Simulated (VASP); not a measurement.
Here is a VASP 6.6.1 calculation.

Contents of INCAR:

```
SYSTEM = KI
PREC = Accurate ; ENCUT = 520
EDIFF = 1E-6 ; ISMEAR = 0
SIGMA = 0.05 ; LREAL = .FALSE.
LASPH = .TRUE. ; NELM = 100
ALGO = Normal ; ISIF = 2
LWAVE = .FALSE. ; LCHARG = .TRUE.
GGA = PE ; LELF = .TRUE.
LVHAR = .TRUE. ; NBANDS = 24
```

File KPOINTS:

```
Automatic mesh
0
G
  8 8 4
  0 0 0
```

File POSCAR:

```
KI
1.0
    2.6093944460     -4.4190482199      0.0000000000
    2.6093944460      4.4190482199      0.0000000000
    0.0000000000      0.0000000000      9.0106274413
K I
2 2
Direct
    0.5000000000      0.5000000000      0.5000000000
    0.5000000000      0.5000000000      0.0000000000
    0.8402300000      0.1597700000      0.2500000000
    0.1597700000      0.8402300000      0.7500000000
```

Potentials or basis: VASP PAW PBE potentials, release 64 (K_sv, I).

Launch:

```bash
$ cat potpaw_PBE.64/K_sv/POTCAR potpaw_PBE.64/I/POTCAR > POTCAR
$ mpirun -np 1 vasp_std > vasp.out
```

Problem. What does it give for the band gap on the k mesh?

Solution. 3.52 eV.

Problem. Predict the largest force.

Solution. 0.026 eV/Å.

Problem. Predict the pressure.

Solution. -0.9 GPa.

Stress tensor (GPa, compression positive):
```
-0.93  0.00  0.00
 0.00 -0.81  0.00
 0.00  0.00 -0.97
```

Caveat: spin-orbit coupling is left out, which moves the levels of the heavy elements. A k mesh can miss the band edges.
